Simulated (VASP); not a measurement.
**PbS: single point with PBEsol**

Crystal: PbS.

```
Pb S
1.0
     3.58007    0.00000    0.00000
     0.00000    3.58007    0.00000
     0.00000    0.00000    3.58007
Pb S
1 1
Cartesian
  0.0000 0.0000 0.0000
  1.7900 1.7900 1.7900
```

```
Program             : VASP 6.6.1
Task                : single point
Functional          : PBEsol
Potentials or basis : VASP PAW PBE potentials, release 64 (Pb_d, S)
Cutoff              : 520 eV
k mesh              : 6 × 6 × 6
Occupations         : fermi-dirac, width 0.02 eV
Spin                : no spin polarisation
```

```
Pressure               : 0.0 GPa
Band gap on the k mesh : zero (band 10 reaches 6.78 eV, above the bottom of band 11 at 5.98 eV)
```

Levels at points of the mesh, in eV from the Fermi level:
| k point | band 6 | band 7 | band 8 | band 9 | band 10 | band 11 | band 12 | band 13 | band 14 | band 15 |
| --- | --- | --- | --- | --- | --- | --- | --- | --- | --- | --- |
| (0.00, 0.00, 0.00) | -13.65 | -6.62 | -1.83 | -1.83 | -1.83 | 5.25 | 5.25 | 6.89 | 6.89 | 6.89 |
| (0.50, 0.00, 0.00) | -12.18 | -9.37 | -0.59 | -0.59 | -0.03 | 0.25 | 3.93 | 3.93 | 6.39 | 9.30 |
| (0.50, 0.50, 0.00) | -11.25 | -7.36 | -4.92 | -4.92 | -0.40 | 4.32 | 4.32 | 6.20 | 7.14 | 9.47 |
| (0.50, 0.50, 0.50) | -11.00 | -5.87 | -2.68 | -2.68 | -2.68 | -0.78 | -0.78 | -0.78 | 14.16 | 14.16 |

It took 9.3 s on 1 thread of AMD EPYC 7R13 Processor (Zen 3), with other jobs on the host, peak memory 0.13 GiB.

Caveat: the PAW data sets were made with another functional, which shifts forces and pressure a little; spin-orbit coupling is left out, which moves the levels of the heavy elements.
